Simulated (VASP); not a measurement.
# Sn2TeAs2 (P-3m1) in VASP: notebook

Sn2TeAs2 is run at these levels: PBE; tasks: single point, relaxation of cell and atoms.

Program: VASP 6.6.1. These are calculated values, not measurements. Logs are shortened: lines on timing, memory, paths and dates and some standing lists are left out, and cuts for length are marked.

**1. The cell of the first run**

Symmetry: P-3m1, No. 164, trigonal system. The conventional cell has a = 4.145 Å, b = 4.145 Å, c = 9.365 Å, α = 90.00°, β = 90.00°, γ = 120.00°. Within 4.2 Å of Sn (site symmetry 3m) lie 4 As at 3.10 to 3.31 Å and 3 Te at 3.14 Å and 6 Sn at 4.14 Å. Te (site symmetry -3m) has 6 Sn at 3.14 Å and 6 Te at 4.14 Å within 4.2 Å. As (site symmetry 3m) has 3 As at 2.74 Å and 4 Sn at 3.10 to 3.31 Å within 3.6 Å.

**2. Single point, PBE**

INCAR

```
SYSTEM = Sn2TeAs2
ALGO = Normal
EDIFF = 1E-6
ENCUT = 520
GGA = PE
ISIF = 2
ISMEAR = 0
LASPH = .TRUE.
LCHARG = .FALSE.
LREAL = .FALSE.
LWAVE = .FALSE.
NBANDS = 30
NELM = 80
PREC = Accurate
SIGMA = 0.2
```

KPOINTS

```
k-points
0
G
  4 4 2
  0 0 0
```

POSCAR

```
Sn2TeAs2
1.0
    4.1446193756      0.0000000000      0.0000000000
   -2.0723096878      3.5893456683      0.0000000000
    0.0000000000      0.0000000000      9.3654881243
Sn Te As
2 1 2
Direct
    0.3333333333      0.6666666667      0.2178917290
    0.6666666667      0.3333333333      0.7821082710
    0.0000000000      0.0000000000      0.0000000000
    0.6666666667      0.3333333333      0.4288458682
    0.3333333333      0.6666666667      0.5711541318
```

Potentials or basis: VASP PAW PBE potentials, release 64 (Sn_d, Te, As).

Run with:

```
$ cat potpaw_PBE.64/Sn_d/POTCAR potpaw_PBE.64/Te/POTCAR potpaw_PBE.64/As/POTCAR > POTCAR
$ mpirun -np 1 vasp_std > vasp.out
```

OUTCAR:

```text
SYSTEM = Sn2TeAs2
   EDIFF = 1E-6
   ENCUT = 520
   GGA = PE
   ISIF = 2
   ISMEAR = 0
   LASPH = .TRUE.
   LREAL = .FALSE.
   NELM = 80
   PREC = Accurate

 ion  position               nearest neighbor table
   1  0.333  0.667  0.218-   4 3.10   4 3.10   4 3.10   3 3.14   3 3.14   3 3.14   5 3.31
   2  0.667  0.333  0.782-   5 3.10   5 3.10   5 3.10   3 3.14   3 3.14   3 3.14   4 3.31
   3  0.000  0.000  0.000-   1 3.14   2 3.14   2 3.14   1 3.14   2 3.14   1 3.14
   4  0.667  0.333  0.429-   5 2.74   5 2.74   5 2.74   1 3.10   1 3.10   1 3.10   2 3.31
   5  0.333  0.667  0.571-   4 2.74   4 2.74   4 2.74   2 3.10   2 3.10   2 3.10   1 3.31

  LATTYP: Found a hexagonal cell.
 ALAT       =     4.1446193756
 C/A-ratio  =     2.2596738749

  Lattice vectors:

 A1 = (   4.1446193756,   0.0000000000,   0.0000000000)
 A2 = (  -2.0723096878,   3.5893456683,   0.0000000000)
 A3 = (   0.0000000000,   0.0000000000,   9.3654881243)

Analysis of symmetry for initial positions (statically):
=====================================================================
 Subroutine PRICEL returns:
 Original cell was already a primitive cell.

 Routine SETGRP: Setting up the symmetry group for a
 hexagonal supercell.

 Subroutine GETGRP returns: Found 12 space group operations
 (whereof 12 operations were pure point group operations)
 out of a pool of 24 trial point group operations.

The static configuration has the point symmetry D_3d.

Analysis of symmetry for dynamics (positions and initial velocities):
=====================================================================
 Subroutine PRICEL returns:
 Original cell was already a primitive cell.

 Routine SETGRP: Setting up the symmetry group for a
 hexagonal supercell.

 Subroutine GETGRP returns: Found 12 space group operations
 (whereof 12 operations were pure point group operations)
 out of a pool of 24 trial point group operations.

The dynamic configuration has the point symmetry D_3d.

 Subroutine INISYM returns: Found 12 space group operations
 (whereof 12 operations are pure point group operations),
 and found     1 'primitive' translations

----------------------------------------------------------------------------------------

                                     Primitive cell

  volume of cell :     139.3254

  direct lattice vectors                    reciprocal lattice vectors
     4.144619376  0.000000000  0.000000000     0.241276679  0.139301156  0.000000000
    -2.072309688  3.589345668  0.000000000     0.000000000  0.278602312  0.000000000
     0.000000000  0.000000000  9.365488124     0.000000000  0.000000000  0.106775001

  length of vectors
     4.144619376  4.144619376  9.365488124     0.278602312  0.278602312  0.106775001

  position of ions in fractional coordinates (direct lattice)
     0.333333333  0.666666667  0.217891729
     0.666666667  0.333333333  0.782108271
     0.000000000  0.000000000  0.000000000
     0.666666667  0.333333333  0.428845868
     0.333333333  0.666666667  0.571154132

  ion indices of the primitive-cell ions
   primitive index   ion index
                 1           1
                 2           2
                 3           3
                 4           4
                 5           5

----------------------------------------------------------------------------------------

 KPOINTS: k-points

Automatic generation of k-mesh.
 Grid dimensions read from file:
 generate k-points for:    4    4    2

 Generating k-lattice:

  Cartesian coordinates                     Fractional coordinates (reciprocal lattice)
     0.060319170  0.034825289  0.000000000     0.250000000 -0.000000000  0.000000000
     0.000000000  0.069650578  0.000000000     0.000000000  0.250000000  0.000000000
     0.000000000  0.000000000  0.053387500     0.000000000  0.000000000  0.500000000

  Length of vectors
     0.069650578  0.069650578  0.053387500

  Shift w.r.t. Gamma in fractional coordinates (k-lattice)
     0.000000000  0.000000000  0.000000000

 Subroutine IBZKPT returns following result:
 ===========================================

 Found      8 irreducible k-points:

 Following reciprocal coordinates:
            Coordinates               Weight
  0.000000  0.000000  0.000000      1.000000
  0.250000 -0.000000  0.000000      6.000000
  0.500000 -0.000000  0.000000      3.000000
  0.250000  0.250000  0.000000      6.000000
  0.000000  0.000000  0.500000      1.000000
  0.250000 -0.000000  0.500000      6.000000
  0.500000 -0.000000  0.500000      3.000000
  0.250000  0.250000  0.500000      6.000000
   k-points           NKPTS =      8   k-points in BZ     NKDIM =      8   number of bands    NBANDS=     30
   number of dos      NEDOS =    301   number of ions     NIONS =      5
   total plane-waves  NPLWV =  71680
   dimension x,y,z NGX =    32 NGY =   32 NGZ =   70
   dimension x,y,z NGXF=    64 NGYF=   64 NGZF=  140
   ions per type =               2   1   2
   NGX,Y,Z   is equivalent  to a cutoff of  12.84, 12.84, 12.43 a.u.
   NGXF,Y,Z  is equivalent  to a cutoff of  25.67, 25.67, 24.85 a.u.
 SYSTEM =  Sn2TeAs2
   PREC   = accura    normal or accurate (medium, high low for compatibility)
   ISTART =      0    job   : 0-new  1-cont  2-samecut
   ICHARG =      2    charge: 1-file 2-atom 10-const
   ISPIN  =      1    spin polarized calculation?
   LNONCOLLINEAR =      F non collinear calculations
   LSORBIT =      F    spin-orbit coupling
   LASPH  =      T    aspherical Exc in radial PAW
   ENCUT  =  520.0 eV  38.22 Ry    6.18 a.u.   7.71  7.71 17.41*2*pi/ulx,y,z
   NELM   =     80;   NELMIN=  2; NELMDL= -5     # of ELM steps
   EDIFF  = 0.1E-05   stopping-criterion for ELM
   LREAL  =      F    real-space projection
   EDIFFG = 0.1E-04   stopping-criterion for IOM
   NSW    =      0    number of steps for IOM
   IBRION =     -1    ionic relax: 0-MD 1-quasi-New 2-CG
   NFREE  =      0    steps in history (QN), initial steepest desc. (CG)
   ISIF   =      2    stress and relaxation
   ISYM   =      2    0-nonsym 1-usesym 2-fastsym
   POTIM  = 0.5000    time-step for ionic-motion
   TEBEG  =    0.0;   TEEND  =   0.0 temperature during run
   PSTRESS=    0.0 pullay stress
   NELECT =      44.0000    total number of electrons
   NUPDOWN=      -1.0000    fix difference up-down
   EMIN   =  10.00;   EMAX   =-10.00  energy-range for DOS
   EFERMI =   0.00;   METHOD = LEGACY
   ISMEAR =     0;   SIGMA  =   0.20  broadening in eV -4-tet -1-fermi 0-gaus
   EFERMI_NEDOS =   21; number of points for ismear=-14 and -15
   IALGO  =     38    algorithm
   IMIX   =      4    mixing-type and parameters
     AMIX     =   0.40;   BMIX     =  1.00
     AMIX_MAG =   1.60;   BMIX_MAG =  1.00
  volume/ion in A,a.u.               =      27.87       188.04
  Fermi-wavevector in a.u.,A,eV,Ry     =   1.114848  2.106757 16.910487  1.242886
  Thomas-Fermi vector in A             =   2.251447
   LORBIT       =      0    0 simple, 1 ext, 2 COOP (PROOUT), +10 PAW based schemes
   GGA     = PE    functional components
   LHFCALC =     F    Hartree Fock is set to
   AEXX    =    0.0000 exact exchange contribution
   IVDW    =     0    specifies the selected vdW correction
   LEPSILON=     F    determine dielectric tensor
   LRPA    =     F    only Hartree local field effects (RPA)
 non-spin polarized calculation
 Gauss-broadening in eV      SIGMA  =   0.20
  energy-cutoff  :      520.00
  volume of cell :      139.33
 maximum number of plane-waves:      3814
 NGX is ok and might be reduce to    32
   NGX = 15   NGY = 15   NGZ = 35

 number of electron      43.9999990 magnetization

 Free energy of the ion-electron system (eV)
  ---------------------------------------------------
  ext. energy  EPLUGINS =         0.00000000
  ---------------------------------------------------
  free energy    TOTEN  =       -20.01529060 eV

  energy without entropy =      -19.98105161  energy(sigma->0) =      -19.99817111

 E-fermi :   6.1915     XC(G=0):  -9.6229

 val. band max:        6.0697794750   @ k =   0.2500   0.2500   0.0000
 cond. band min:       6.3962979432   @ k =   0.5000  -0.0000   0.5000
 fundamental gap:      0.3265184682
 Fermi energy:         6.1914661140

 k-point     1 :       0.0000    0.0000    0.0000
  band No.  band energies     occupation
      1     -15.5816      2.00000
      2     -15.5816      2.00000
      3     -15.5814      2.00000
      4     -15.5800      2.00000
      5     -15.5800      2.00000
      6     -15.5785      2.00000
[... 22 lines left out ...]
     29       8.9222      0.00000
     30      11.1216      0.00000

 k-point     2 :       0.2500   -0.0000    0.0000
  band No.  band energies     occupation
      1     -15.5882      2.00000
      2     -15.5853      2.00000
      3     -15.5788      2.00000
      4     -15.5774      2.00000
      5     -15.5763      2.00000
      6     -15.5752      2.00000
[... 22 lines left out ...]
     29       9.7140      0.00000
     30      10.3506      0.00000

 k-point     3 :       0.5000   -0.0000    0.0000
  band No.  band energies     occupation
      1     -15.5954      2.00000
      2     -15.5909      2.00000
      3     -15.5793      2.00000
      4     -15.5790      2.00000
      5     -15.5767      2.00000
      6     -15.5756      2.00000
[... 22 lines left out ...]
     29       9.7371      0.00000
     30      10.3869      0.00000

 k-point     4 :       0.2500    0.2500    0.0000
  band No.  band energies     occupation
      1     -15.5904      2.00000
      2     -15.5868      2.00000
      3     -15.5815      2.00000
      4     -15.5796      2.00000
      5     -15.5719      2.00000
      6     -15.5716      2.00000
[... 22 lines left out ...]
     29      10.5351      0.00000
     30      11.3426      0.00000

 k-point     5 :       0.0000    0.0000    0.5000
  band No.  band energies     occupation
      1     -15.5818      2.00000
      2     -15.5818      2.00000
      3     -15.5803      2.00000
      4     -15.5798      2.00000
      5     -15.5798      2.00000
      6     -15.5796      2.00000
[... 22 lines left out ...]
     29       9.5141      0.00000
     30       9.5141      0.00000

 k-point     6 :       0.2500   -0.0000    0.5000
  band No.  band energies     occupation
      1     -15.5881      2.00000
      2     -15.5856      2.00000
      3     -15.5786      2.00000
      4     -15.5776      2.00000
      5     -15.5765      2.00000
      6     -15.5747      2.00000
[... 22 lines left out ...]
     29       9.9469      0.00000
     30      10.2395      0.00000

 k-point     7 :       0.5000   -0.0000    0.5000
  band No.  band energies     occupation
      1     -15.5951      2.00000
      2     -15.5915      2.00000
      3     -15.5793      2.00000
      4     -15.5790      2.00000
      5     -15.5763      2.00000
      6     -15.5760      2.00000
[... 22 lines left out ...]
     29      10.2830      0.00000
     30      11.0274      0.00000

 k-point     8 :       0.2500    0.2500    0.5000
  band No.  band energies     occupation
      1     -15.5903      2.00000
      2     -15.5870      2.00000
      3     -15.5816      2.00000
      4     -15.5798      2.00000
      5     -15.5719      2.00000
      6     -15.5714      2.00000
[... 22 lines left out ...]
     29      10.1233      0.00000
     30      10.7786      0.00000

------------------------ aborting loop because EDIFF is reached ----------------------------------------

  FORCE on cell =-STRESS in cart. coord.  units (eV):
  Direction    XX          YY          ZZ          XY          YZ          ZX
  --------------------------------------------------------------------------------------
  -------------------------------------------------------------------------------------
  Total       -0.0526075     -0.0526075     -0.0188558     -0.0000000      0.0000000      0.0000000
  in kB       -0.6049618     -0.6049618     -0.2168331     -0.0000000      0.0000000      0.0000000
  external PRESSURE =      -0.4755855 kB  Pullay stress =       0.0000000 kB

 VOLUME and BASIS-vectors are now :
 -----------------------------------------------------------------------------
  energy-cutoff  :      520.00
  volume of cell :      139.33
      direct lattice vectors                 reciprocal lattice vectors
     4.144619376  0.000000000  0.000000000     0.241276679  0.139301156  0.000000000
    -2.072309688  3.589345668  0.000000000     0.000000000  0.278602312  0.000000000
     0.000000000  0.000000000  9.365488124     0.000000000  0.000000000  0.106775001

 POSITION                                       TOTAL-FORCE (eV/Angst)
 -----------------------------------------------------------------------------------
     -0.00000      2.39290      2.04066        -0.000000      0.000000      0.007832
      2.07231      1.19645      7.32483         0.000000     -0.000000     -0.007832
      0.00000      0.00000      0.00000        -0.000000      0.000000      0.000000
      2.07231      1.19645      4.01635        -0.000000      0.000000     -0.006971
     -0.00000      2.39290      5.34914         0.000000     -0.000000      0.006971
 -----------------------------------------------------------------------------------
    total drift:                               -0.000000      0.000000      0.000000

  FREE ENERGIE OF THE ION-ELECTRON SYSTEM (eV)
  ---------------------------------------------------
  free  energy   TOTEN  =       -20.0152906013 eV

  energy  without entropy=      -19.9810516142  energy(sigma->0) =      -19.99817111
```

Wall time 49 s (1 thread of Intel Xeon 8259CL, shared host); peak memory 0.26 GiB.

What came out:

```
Free energy            : -20.0153 eV
Pressure               : 0.0 GPa
Largest force          : 0.008 eV/Å
Band gap on the k mesh : zero (bands 22 and 23 overlap by 0.86 eV)
```

Forces in eV/Å, atoms in the order of the input:
```
Sn   0.000  0.000  0.008
Sn   0.000  0.000 -0.008
Te   0.000  0.000  0.000
As   0.000  0.000 -0.007
As   0.000  0.000  0.007
```

Caveat: the k points lie up to 0.44 Å⁻¹ apart, too coarse for converged energies and pressures of a metal; spin-orbit coupling is left out, which moves the levels of the heavy elements.

**3. Relaxation of cell and atoms, PBE**

This run uses another cell than the first one, of 26.41 Å³/atom.

INCAR

```
PREC = Accurate
ENCUT = 600
EDIFF = 1E-6
ISMEAR = 0
SIGMA = 0.2
LREAL = False
LASPH = True
NELM = 60
ALGO = Normal
ISIF = 3
LWAVE = False
LCHARG = False
GGA = PE
IBRION = 2
NSW = 36
EDIFFG = -0.08
```

KPOINTS

```
Automatic mesh
0
Gamma
  4 4 2
```

POSCAR

```
Sn2TeAs2
1.0
    4.4500000000      0.0000000000      0.0000000000
   -2.2250000000      3.8538130500      0.0000000000
    0.0000000000      0.0000000000      7.7000000000
Sn Te As
2 1 2
Direct
    0.3333333300      0.6666666700      0.2800000000
    0.6666666700      0.3333333300      0.7200000000
    0.0000000000      0.0000000000      0.0000000000
    0.6666666700      0.3333333300      0.3700000000
    0.3333333300      0.6666666700      0.6300000000
```

Potentials or basis: VASP PAW PBE potentials, release 64 (Sn_d, Te, As).

Run with:

```
$ cat potpaw_PBE.64/Sn_d/POTCAR potpaw_PBE.64/Te/POTCAR potpaw_PBE.64/As/POTCAR > POTCAR
$ mpirun -np 1 vasp_std > vasp.out
```

It took 9.9 min on 1 thread of Intel Xeon 8259CL, shared host; peak memory 0.31 GiB.

Results (log left out):

| Item | Value |
| --- | --- |
| Free energy | -19.8658 eV |
| Relaxed volume | 27.45 Å³/atom |
| Relaxed cell | a = 4.257 Å, b = 4.257 Å, c = 8.748 Å, α = 90.00°, β = 90.00°, γ = 120.00° |
| Space group after relaxing (to 0.1 Å) | P-3m1 (No. 164) |
| Energy gained by relaxing | 206.1 meV/atom |
| Ionic steps | 15 |
| Pressure after relaxing | 0.2 GPa |
| Largest force after relaxing | 0.039 eV/Å |
| Band gap on the k mesh | zero (bands 22 and 23 overlap by 1.32 eV) |

Forces on the atoms (eV/Å):
```
Sn   0.000  0.000  0.012
Sn   0.000  0.000 -0.012
Te   0.000  0.000  0.000
As   0.000  0.000  0.039
As   0.000  0.000 -0.039
```

Stress tensor (GPa, compression positive):
```
 0.34  0.00  0.00
 0.00  0.34  0.00
 0.00  0.00 -0.16
```

Step by step:
| step | energy change (eV) | largest force (eV/Å) | pressure (GPa) | volume (Å³) |
| --- | --- | --- | --- | --- |
| 1 | 0.0000 | 1.9268 | 6.92 | 132.05 |
| 2 | -0.4533 | 0.6646 | -2.78 | 155.05 |
| 3 | -0.4864 | 0.8557 | -1.25 | 149.48 |
| 4 | -0.6170 | 0.8033 | -0.97 | 147.14 |
| 5 | -0.9126 | 0.5173 | 0.47 | 140.01 |
| 6 | -0.6567 | 0.7479 | 5.56 | 125.34 |
| 7 | -0.9839 | 0.3362 | 1.44 | 135.90 |
| 8 | -0.9847 | 0.2709 | -1.58 | 142.79 |
| 9 | -1.0127 | 0.1611 | -0.17 | 139.29 |
| 10 | -1.0127 | 0.1641 | -0.13 | 139.22 |
| 11 | -1.0177 | 0.1425 | -0.06 | 138.77 |
| 12 | -1.0268 | 0.0866 | 0.23 | 137.42 |
| 13 | -1.0197 | 0.1096 | 1.05 | 134.73 |
| 14 | -1.0279 | 0.0594 | 0.45 | 136.59 |
| 15 | -1.0307 | 0.0393 | 0.17 | 137.27 |

Final structure:
```yaml
crystal:
  lattice:
    - [4.25657, 0.00000, 0.00000]
    - [-2.12829, 3.68630, 0.00000]
    - [0.00000, 0.00000, 8.74821]
  atoms:
    - { symbol: Sn, position: [0.33333, 0.66667, 0.23330] }
    - { symbol: Sn, position: [0.66667, 0.33333, 0.76670] }
    - { symbol: Te, position: [0.00000, 0.00000, 0.00000] }
    - { symbol: As, position: [0.66667, 0.33333, 0.38835] }
    - { symbol: As, position: [0.33333, 0.66667, 0.61165] }
```

Levels at points of the mesh, in eV from the Fermi level:
```csv
k point,band 20,band 21,band 22,band 23,band 24,band 25
"(0.00, 0.00, 0.00)",-1.06,-0.67,-0.17,-0.17,1.93,2.28
"(0.50, 0.00, 0.00)",-1.55,-1.38,-1.36,-1.25,1.54,1.81
"(0.00, 0.00, 0.50)",-0.94,-0.30,-0.30,0.07,0.46,2.13
"(0.50, 0.00, 0.50)",-2.57,-0.37,-0.12,0.21,0.31,1.91
```

Caveat: the k points lie up to 0.43 Å⁻¹ apart in the final cell, too coarse for converged energies and pressures of a metal; spin-orbit coupling is left out, which moves the levels of the heavy elements; the relaxation stopped at a loose force limit of 0.08 eV/Å, so its end isn't a converged minimum.

The gap in the log of VASP goes by the Fermi energy; the results here count the filled bands.